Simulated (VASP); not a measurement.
# Sc (Im-3m) in VASP: notebook

The runs below take Sc through single point, relaxation of cell and atoms, with PBEsol.

All numbers are computed with VASP 6.6.1; they aren't measurements. Logs are shortened: lines on timing, memory, paths and dates and some standing lists are left out, and cuts for length are marked.

### 1 The cell of the first run

Symmetry: Im-3m, No. 229, cubic system. The conventional cell has a = 3.050 Å, b = 3.050 Å, c = 3.050 Å, α = 90.00°, β = 90.00°, γ = 90.00°. Sc (site symmetry m-3m) has 14 Sc at 2.64 to 3.05 Å within 3.5 Å.

### 2 Single point, PBEsol

Input file INCAR:

```
PREC = Accurate ; ENCUT = 520
EDIFF = 1E-6 ; ISMEAR = -1
SIGMA = 0.1 ; LREAL = False
LASPH = True ; NELM = 80
ALGO = Normal ; ISIF = 2
LWAVE = False ; LCHARG = False
GGA = PS ; NBANDS = 12
```

Input file KPOINTS:

```
regular mesh
0
Gamma
  9 9 9
```

Input file POSCAR:

```
Sc
1.0
    1.5250340454      1.5250340454      1.5250340454
   -1.5250340454      1.5250340454      1.5250340454
   -1.5250340454     -1.5250340454      1.5250340454
Sc
1
Direct
    0.0000000000      0.0000000000      0.0000000000
```

Potentials or basis: VASP PAW PBE potentials, release 64 (Sc_sv).

Command:

```console
cat potpaw_PBE.64/Sc_sv/POTCAR > POTCAR
mpirun -np 1 vasp_std > vasp.out
```

OUTCAR:

```text
PREC = Accurate
   ENCUT = 520
   EDIFF = 1E-6
   ISMEAR = -1
   LREAL = False
   LASPH = True
   NELM = 80
   ISIF = 2
   GGA = PS

 ion  position               nearest neighbor table
   1  0.000  0.000  0.000-

  LATTYP: Found a body centered cubic cell.
 ALAT       =     3.0500680908

  Lattice vectors:

 A1 = (   1.5250340454,  -1.5250340454,  -1.5250340454)
 A2 = (   1.5250340454,   1.5250340454,   1.5250340454)
 A3 = (  -1.5250340454,  -1.5250340454,   1.5250340454)

Analysis of symmetry for initial positions (statically):
=====================================================================
 Subroutine PRICEL returns:
 Original cell was already a primitive cell.

 Routine SETGRP: Setting up the symmetry group for a
 body centered cubic supercell.

 Subroutine GETGRP returns: Found 48 space group operations
 (whereof 48 operations were pure point group operations)
 out of a pool of 48 trial point group operations.

The static configuration has the point symmetry O_h .

Analysis of symmetry for dynamics (positions and initial velocities):
=====================================================================
 Subroutine PRICEL returns:
 Original cell was already a primitive cell.

 Routine SETGRP: Setting up the symmetry group for a
 body centered cubic supercell.

 Subroutine GETGRP returns: Found 48 space group operations
 (whereof 48 operations were pure point group operations)
 out of a pool of 48 trial point group operations.

The dynamic configuration has the point symmetry O_h .

 Subroutine INISYM returns: Found 48 space group operations
 (whereof 48 operations are pure point group operations),
 and found     1 'primitive' translations

----------------------------------------------------------------------------------------

                                     Primitive cell

  volume of cell :      14.1873

  direct lattice vectors                    reciprocal lattice vectors
     1.525034045  1.525034045  1.525034045     0.327861533  0.000000000  0.327861533
    -1.525034045  1.525034045  1.525034045    -0.327861533  0.327861533  0.000000000
    -1.525034045 -1.525034045  1.525034045     0.000000000 -0.327861533  0.327861533

  length of vectors
     2.641436450  2.641436450  2.641436450     0.463666227  0.463666227  0.463666227

  position of ions in fractional coordinates (direct lattice)
     0.000000000  0.000000000  0.000000000

  ion indices of the primitive-cell ions
   primitive index   ion index
                 1           1

----------------------------------------------------------------------------------------

 KPOINTS: regular mesh

Automatic generation of k-mesh.
 Grid dimensions read from file:
 generate k-points for:    9    9    9

 Generating k-lattice:

  Cartesian coordinates                     Fractional coordinates (reciprocal lattice)
     0.036429059  0.000000000  0.036429059     0.111111111  0.000000000  0.000000000
    -0.036429059  0.036429059  0.000000000     0.000000000  0.111111111  0.000000000
     0.000000000 -0.036429059  0.036429059     0.000000000  0.000000000  0.111111111

  Length of vectors
     0.051518470  0.051518470  0.051518470

  Shift w.r.t. Gamma in fractional coordinates (k-lattice)
     0.000000000  0.000000000  0.000000000

 Subroutine IBZKPT returns following result:
 ===========================================

 Found     35 irreducible k-points:

 Following reciprocal coordinates:
            Coordinates               Weight
  0.000000  0.000000  0.000000      1.000000
  0.111111  0.000000  0.000000     12.000000
  0.222222  0.000000  0.000000     12.000000
  0.333333  0.000000  0.000000     12.000000
  0.444444  0.000000  0.000000     12.000000
  0.222222  0.111111 -0.000000     24.000000
[... 16 lines left out ...]
  0.111111 -0.444444  0.111111     24.000000
  0.222222 -0.444444  0.111111     24.000000
 [... further k-points ...]
   k-points           NKPTS =     35   k-points in BZ     NKDIM =     35   number of bands    NBANDS=     12
   number of dos      NEDOS =    301   number of ions     NIONS =      1
   total plane-waves  NPLWV =   8000
   dimension x,y,z NGX =    20 NGY =   20 NGZ =   20
   dimension x,y,z NGXF=    40 NGYF=   40 NGZF=   40
   ions per type =               1
   NGX,Y,Z   is equivalent  to a cutoff of  12.59, 12.59, 12.59 a.u.
   NGXF,Y,Z  is equivalent  to a cutoff of  25.18, 25.18, 25.18 a.u.
 SYSTEM =  unknown system
   PREC   = accura    normal or accurate (medium, high low for compatibility)
   ISTART =      0    job   : 0-new  1-cont  2-samecut
   ICHARG =      2    charge: 1-file 2-atom 10-const
   ISPIN  =      1    spin polarized calculation?
   LNONCOLLINEAR =      F non collinear calculations
   LSORBIT =      F    spin-orbit coupling
   LASPH  =      T    aspherical Exc in radial PAW
   ENCUT  =  520.0 eV  38.22 Ry    6.18 a.u.   4.91  4.91  4.91*2*pi/ulx,y,z
   NELM   =     80;   NELMIN=  2; NELMDL= -5     # of ELM steps
   EDIFF  = 0.1E-05   stopping-criterion for ELM
   LREAL  =      F    real-space projection
   EDIFFG = 0.1E-04   stopping-criterion for IOM
   NSW    =      0    number of steps for IOM
   IBRION =     -1    ionic relax: 0-MD 1-quasi-New 2-CG
   NFREE  =      0    steps in history (QN), initial steepest desc. (CG)
   ISIF   =      2    stress and relaxation
   ISYM   =      2    0-nonsym 1-usesym 2-fastsym
   POTIM  = 0.5000    time-step for ionic-motion
   TEBEG  =    0.0;   TEEND  =   0.0 temperature during run
   PSTRESS=    0.0 pullay stress
   NELECT =      11.0000    total number of electrons
   NUPDOWN=      -1.0000    fix difference up-down
   EMIN   =  10.00;   EMAX   =-10.00  energy-range for DOS
   EFERMI =   0.00;   METHOD = LEGACY
   ISMEAR =    -1;   SIGMA  =   0.10  broadening in eV -4-tet -1-fermi 0-gaus
   EFERMI_NEDOS =   21; number of points for ismear=-14 and -15
   IALGO  =     38    algorithm
   IMIX   =      4    mixing-type and parameters
     AMIX     =   0.40;   BMIX     =  1.00
     AMIX_MAG =   1.60;   BMIX_MAG =  1.00
  volume/ion in A,a.u.               =      14.19        95.74
  Fermi-wavevector in a.u.,A,eV,Ry     =   1.503971  2.842093 30.775418  2.261929
  Thomas-Fermi vector in A             =   2.615012
   LORBIT       =      0    0 simple, 1 ext, 2 COOP (PROOUT), +10 PAW based schemes
   GGA     = PS    functional components
   LHFCALC =     F    Hartree Fock is set to
   AEXX    =    0.0000 exact exchange contribution
   IVDW    =     0    specifies the selected vdW correction
   LEPSILON=     F    determine dielectric tensor
   LRPA    =     F    only Hartree local field effects (RPA)
 non-spin polarized calculation
  energy-cutoff  :      520.00
  volume of cell :       14.19
 maximum number of plane-waves:       394
   NGX =  9   NGY =  9   NGZ =  9

 number of electron      11.0000003 magnetization

 Free energy of the ion-electron system (eV)
  ---------------------------------------------------
  ext. energy  EPLUGINS =         0.00000000
  ---------------------------------------------------
  free energy    TOTEN  =        -5.20620403 eV

  energy without entropy =       -5.15012400  energy(sigma->0) =       -5.17816401

 E-fermi :   7.5519     XC(G=0): -12.5170

 val. band max:        7.5088132543   @ k =   0.4444   0.2222   0.1111
 cond. band min:       7.5694968817   @ k =   0.1111   0.4444   0.1111
 fundamental gap:      0.0606836274
 Fermi energy:         7.5518595816

 k-point     1 :       0.0000    0.0000    0.0000
  band No.  band energies     occupation
      1     -40.7432      2.00000
      2     -18.2622      2.00000
      3     -18.2622      2.00000
      4     -18.2622      2.00000
      5       2.0722      2.00000
      6       9.6926      0.00000
      7       9.6926      0.00000
      8       9.6926      0.00000
      9      12.3653      0.00000
     10      12.3653      0.00000
     11      25.8302      0.00000
     12      25.8302      0.00000

 k-point     2 :       0.1111    0.0000    0.0000
  band No.  band energies     occupation
      1     -40.6798      2.00000
      2     -18.5412      2.00000
      3     -18.3387      2.00000
      4     -18.2668      2.00000
      5       2.6387      2.00000
      6       9.3598      0.00000
      7       9.5471      0.00000
      8      10.1863      0.00000
      9      11.9884      0.00000
     10      12.3803      0.00000
     11      26.0173      0.00000
     12      26.1631      0.00000

 k-point     3 :       0.2222    0.0000    0.0000
  band No.  band energies     occupation
      1     -40.5162      2.00000
      2     -19.2119      2.00000
      3     -18.5276      2.00000
      4     -18.2785      2.00000
      5       3.9769      2.00000
      6       8.6109      0.00005
      7       8.9473      0.00000
      8      11.5540      0.00000
      9      11.8658      0.00000
     10      12.4948      0.00000
     11      25.4386      0.00000
     12      25.6251      0.00000

 k-point     4 :       0.3333    0.0000    0.0000
  band No.  band energies     occupation
      1     -40.3244      2.00000
      2     -19.9249      2.00000
      3     -18.7347      2.00000
      4     -18.2923      2.00000
      5       4.8761      2.00000
      6       7.8789      0.07319
      7       9.0794      0.00000
      8      12.2860      0.00000
      9      12.7782      0.00000
     10      13.4210      0.00000
     11      23.4873      0.00000
     12      23.6460      0.00000

 k-point     5 :       0.4444    0.0000    0.0000
  band No.  band energies     occupation
      1     -40.1956      2.00000
      2     -20.3679      2.00000
      3     -18.8658      2.00000
      4     -18.3016      2.00000
      5       4.8065      2.00000
      6       7.4516      1.46309
      7      10.3652      0.00000
      8      12.5475      0.00000
      9      13.0809      0.00000
     10      14.9679      0.00000
     11      21.5087      0.00000
     12      22.2803      0.00000

 k-point     6 :       0.2222    0.1111   -0.0000
  band No.  band energies     occupation
      1     -40.5662      2.00000
      2     -18.9982      2.00000
      3     -18.4338      2.00000
      4     -18.3301      2.00000
      5       3.6235      2.00000
      6       8.9325      0.00000
      7       8.9601      0.00000
      8      11.2086      0.00000
      9      11.5948      0.00000
     10      12.6095      0.00000
     11      25.8720      0.00000
     12      26.3850      0.00000

 k-point     7 :       0.3333    0.1111   -0.0000
  band No.  band energies     occupation
      1     -40.3879      2.00000
      2     -19.6274      2.00000
      3     -18.6714      2.00000
      4     -18.3665      2.00000
      5       4.9441      2.00000
      6       8.1368      0.00575
      7       8.4818      0.00018
      8      11.7244      0.00000
      9      12.8963      0.00000
     10      13.0000      0.00000
     11      24.5507      0.00000
     12      24.7933      0.00000

 k-point     8 :       0.4444    0.1111    0.0000
  band No.  band energies     occupation
      1     -40.2266      2.00000
      2     -20.1458      2.00000
      3     -18.8950      2.00000
      4     -18.3857      2.00000
      5       5.2879      2.00000
      6       7.6389      0.59053
      7       9.1350      0.00000
      8      12.2450      0.00000
      9      13.2010      0.00000
     10      14.8647      0.00000
     11      22.2424      0.00000
     12      23.1751      0.00000
[... 166 lines left out ...]
 k-point    20 :       0.1111    0.3333    0.1111
  band No.  band energies     occupation
      1     -40.4311      2.00000
      2     -19.5171      2.00000
      3     -18.4750      2.00000
      4     -18.4750      2.00000
      5       4.8522      2.00000
      6       8.1378      0.00569
      7       8.1378      0.00569
      8      12.3603      0.00000
      9      12.3603      0.00000
     10      13.0017      0.00000
     11      25.1806      0.00000
     12      25.1806      0.00000

 k-point    21 :      -0.4444    0.3333    0.1111
  band No.  band energies     occupation
      1     -40.0654      2.00000
      2     -19.9667      2.00000
      3     -19.5559      2.00000
      4     -18.6101      2.00000
      5       6.8685      1.99785
      6       6.8885      1.99737
      7       8.0798      0.01014
      8      12.2891      0.00000
      9      13.3819      0.00000
     10      18.0602      0.00000
     11      21.1847      0.00000
     12      21.3333      0.00000

 k-point    22 :       0.1111    0.4444    0.1111
  band No.  band energies     occupation
      1     -40.2741      2.00000
      2     -19.9396      2.00000
      3     -18.7971      2.00000
      4     -18.5223      2.00000
      5       5.9714      2.00000
      6       7.5695      0.91204
      7       7.9973      0.02298
      8      12.5282      0.00000
      9      12.8699      0.00000
     10      15.0438      0.00000
     11      23.2857      0.00000
     12      23.6918      0.00000

 k-point    23 :       0.1111   -0.4444    0.1111
  band No.  band energies     occupation
      1     -40.1695      2.00000
      2     -20.1599      2.00000
      3     -19.0565      2.00000
      4     -18.5534      2.00000
      5       5.8810      2.00000
      6       7.2924      1.86100
      7       9.1852      0.00000
      8      12.7757      0.00000
      9      13.1465      0.00000
     10      16.6370      0.00000
     11      21.1260      0.00000
     12      22.6065      0.00000

 k-point    24 :       0.2222   -0.4444    0.1111
  band No.  band energies     occupation
      1     -40.1729      2.00000
      2     -19.9915      2.00000
      3     -19.1049      2.00000
      4     -18.7065      2.00000
      5       6.7574      1.99929
      6       7.3820      1.69076
      7       8.0376      0.01542
      8      12.8225      0.00000
      9      13.1521      0.00000
     10      17.1207      0.00000
     11      22.0343      0.00000
     12      22.0388      0.00000

 [... further k-points ...]
[... 5 lines left out ...]
  --------------------------------------------------------------------------------------
  -------------------------------------------------------------------------------------
  Total        5.3556452      5.3556452      5.3556452      0.0000000     -0.0000000      0.0000000
  in kB      604.8166929    604.8166929    604.8166929      0.0000000     -0.0000000      0.0000000
  external PRESSURE =     604.8166929 kB  Pullay stress =       0.0000000 kB

 VOLUME and BASIS-vectors are now :
 -----------------------------------------------------------------------------
  energy-cutoff  :      520.00
  volume of cell :       14.19
      direct lattice vectors                 reciprocal lattice vectors
     1.525034045  1.525034045  1.525034045     0.327861533  0.000000000  0.327861533
    -1.525034045  1.525034045  1.525034045    -0.327861533  0.327861533  0.000000000
    -1.525034045 -1.525034045  1.525034045     0.000000000 -0.327861533  0.327861533

 POSITION                                       TOTAL-FORCE (eV/Angst)
 -----------------------------------------------------------------------------------
      0.00000      0.00000      0.00000         0.000000      0.000000      0.000000
 -----------------------------------------------------------------------------------
    total drift:                               -0.000000      0.000000     -0.000000

  FREE ENERGIE OF THE ION-ELECTRON SYSTEM (eV)
  ---------------------------------------------------
  free  energy   TOTEN  =        -5.2062040308 eV

  energy  without entropy=       -5.1501239956  energy(sigma->0) =       -5.17816401
```

Run time: 2.7 s. Hardware: 1 thread of Intel Xeon 6975P-C (Granite Rapids), shared host; peak memory 0.12 GiB.

What came out:

```yaml
Free_energy: -5.2062 eV
Pressure: 60.5 GPa
```

Caveat: the PAW data sets were made with another functional, which shifts forces and pressure a little.

### 3 Single point, PBEsol

This run uses another cell than the first one, of 15.95 Å³/atom, 1.125 times its volume.

Input file INCAR:

```
SYSTEM = Sc
ALGO = Normal
EDIFF = 1E-6
ENCUT = 520
GGA = PS
ISIF = 2
ISMEAR = -1
LASPH = .TRUE.
LCHARG = .TRUE.
LELF = .TRUE.
LREAL = .FALSE.
LVHAR = .TRUE.
LWAVE = .FALSE.
NBANDS = 12
NELM = 80
PREC = Accurate
SIGMA = 0.1
```

Input file KPOINTS:

```
k-points
0
G
  9 9 9
  0 0 0
```

Input file POSCAR:

```
Sc
1.0
    1.5859075787      1.5859075787      1.5859075787
   -1.5859075787      1.5859075787      1.5859075787
   -1.5859075787     -1.5859075787      1.5859075787
Sc
1
Direct
    0.0000000000      0.0000000000      0.0000000000
```

Potentials or basis: VASP PAW PBE potentials, release 64 (Sc_sv).

Command:

```console
cat potpaw_PBE.64/Sc_sv/POTCAR > POTCAR
mpirun -np 1 vasp_std > vasp.out
```

OUTCAR:

```text
SYSTEM = Sc
   EDIFF = 1E-6
   ENCUT = 520
   GGA = PS
   ISIF = 2
   ISMEAR = -1
   LASPH = .TRUE.
   LREAL = .FALSE.
   NELM = 80
   PREC = Accurate

 ion  position               nearest neighbor table
   1  0.000  0.000  0.000-

  LATTYP: Found a body centered cubic cell.
 ALAT       =     3.1718151574

  Lattice vectors:

 A1 = (   1.5859075787,  -1.5859075787,  -1.5859075787)
 A2 = (   1.5859075787,   1.5859075787,   1.5859075787)
 A3 = (  -1.5859075787,  -1.5859075787,   1.5859075787)

Analysis of symmetry for initial positions (statically):
[... 530 lines left out ...]
      7       6.8315      0.26188
      8      11.3754      0.00000
      9      11.6527      0.00000
     10      15.0353      0.00000
     11      19.4628      0.00000
     12      19.5976      0.00000

 [... further k-points ...]
[... 5 lines left out ...]
  --------------------------------------------------------------------------------------
  -------------------------------------------------------------------------------------
  Total        4.0082473      4.0082473      4.0082473     -0.0000000      0.0000000      0.0000000
  in kB      402.5051776    402.5051776    402.5051776     -0.0000000      0.0000000      0.0000000
  external PRESSURE =     402.5051776 kB  Pullay stress =       0.0000000 kB

 VOLUME and BASIS-vectors are now :
 -----------------------------------------------------------------------------
  energy-cutoff  :      520.00
  volume of cell :       15.95
      direct lattice vectors                 reciprocal lattice vectors
     1.585907579  1.585907579  1.585907579     0.315276884  0.000000000  0.315276884
    -1.585907579  1.585907579  1.585907579    -0.315276884  0.315276884  0.000000000
    -1.585907579 -1.585907579  1.585907579     0.000000000 -0.315276884  0.315276884

 POSITION                                       TOTAL-FORCE (eV/Angst)
 -----------------------------------------------------------------------------------
      0.00000      0.00000      0.00000         0.000000     -0.000000      0.000000
 -----------------------------------------------------------------------------------
    total drift:                               -0.000000     -0.000000      0.000000

  FREE ENERGIE OF THE ION-ELECTRON SYSTEM (eV)
  ---------------------------------------------------
  free  energy   TOTEN  =        -5.7562563422 eV

  energy  without entropy=       -5.6963679248  energy(sigma->0) =       -5.72631213
```

stdout:

```text
POSCAR found type information on POSCAR Sc
 POSCAR found :  1 types and       1 ions
 scaLAPACK will be used
 -----------------------------------------------------------------------------
|                                                                             |
|                                                                             |
|     You enforced a specific xc type in the INCAR file but a different       |
|     I HOPE YOU KNOW WHAT YOU ARE DOING!                                     |
|                                                                             |
 -----------------------------------------------------------------------------

 LDA part: xc-table for (Slater+PW92), standard interpolation
 POSCAR, INCAR and KPOINTS ok, starting setup
 FFT: planning ... GRIDC
 FFT: planning ... GRID_SOFT
 FFT: planning ... GRID
 WAVECAR not read
 entering main loop
```

Wall time 3.8 s (1 thread of Intel Xeon 6975P-C (Granite Rapids), shared host); peak memory 0.12 GiB.

What came out:

- Free energy: -5.7563 eV
- Pressure: 40.3 GPa

Caveat: the PAW data sets were made with another functional, which shifts forces and pressure a little.

(Continued in part 2 of 2.)
